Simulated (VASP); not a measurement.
**Fe: single point with LDA**

Fe:

```
Fe
1.0
    -1.45256    1.45256    1.45256
     1.45256   -1.45256    1.45256
     1.45256    1.45256   -1.45256
Fe
1
Direct
  0.00000 0.00000 0.00000
```

```yaml
Program: VASP 6.6.1
Task: single point
Functional: LDA
Potentials_or_basis: VASP PAW LDA potentials, release 64 (Fe)
Cutoff: 520 eV
k_mesh: 13 × 13 × 13
Occupations: fermi-dirac, width 0.05 eV
Spin: collinear spin, ferromagnetic start
Starting_moments: "[3.0] μB"
Dipole_correction: no
Further_INCAR_settings: ALGO = Normal; EDIFF = 1e-07; NBANDS = 14
```

```
Pressure                                              : -28.4 GPa
Net moment                                            : 2.21 μB per cell
Site moments                                          : Fe +2.20 μB
Valence electrons inside the program's atomic spheres : Fe 7.13
```

Levels at points of the mesh, in eV from the Fermi level:
Spin up:
```tsv
k point	band 3	band 4	band 5	band 6	band 7	band 8
(0.00, 0.00, 0.00)	-2.12	-2.12	-0.92	-0.92	24.16	24.16
```
Spin down:
```csv
k point,band 1,band 2,band 3,band 4,band 5,band 6,band 7,band 8
"(0.00, 0.00, 0.00)",-7.70,-0.29,-0.29,-0.29,1.38,1.38,24.28,24.28
```

Wall time 20 s on 1 thread of AMD EPYC 9R45 96-Core Processor (Zen 5) (shared host), peak memory 0.1 GiB.
